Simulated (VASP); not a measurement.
Zn: single point with LDA

The system is Zn.

```xyz
2
Lattice="2.5517 0.0000 0.0000 -1.2758 2.2098 0.0000 0.0000 0.0000 4.4604" Properties=species:S:1:pos:R:3 pbc="T T T"
Zn    0.0000    1.4732    1.1151
Zn    1.2758    0.7366    3.3453
```

- Program: VASP 6.6.1
- Task: single point
- Functional: LDA
- Potentials or basis: VASP PAW LDA potentials, release 64 (Zn)
- Cutoff: 520 eV
- k mesh: 57 × 57 × 28
- Occupations: gaussian, width 0.1 eV
- Spin: no spin polarisation
- Dipole correction: no
- Further INCAR settings: ALGO = Fast; EDIFF = 1e-06; NBANDS = 19

```yaml
Pressure: 9.7 GPa
Band_gap_on_the_k_mesh: zero (bands 12 and 13 overlap by 3.93 eV)
```

Stress tensor (GPa, compression positive):
```
9.82 0.00 0.00
0.00 9.82 0.00
0.00 0.00 9.54
```

Levels at points of the mesh, in eV from the Fermi level:
| k point | band 8 | band 9 | band 10 | band 11 | band 12 | band 13 | band 14 | band 15 | band 16 | band 17 |
| --- | --- | --- | --- | --- | --- | --- | --- | --- | --- | --- |
| (0.00, 0.00, 0.00) | -8.01 | -8.01 | -7.62 | -7.62 | -4.41 | -2.24 | 17.62 | 18.42 | 18.42 | 19.67 |
| (0.00, 0.00, 0.50) | -8.44 | -7.76 | -7.76 | -7.76 | -7.76 | 6.46 | 6.46 | 20.10 | 20.10 | 20.10 |

Run time: 33 min on 1 thread of Oxide Virtual Turin-like Processor, on a shared host, peak memory 1.6 GiB.

Caveat: the cell stands under pressure.
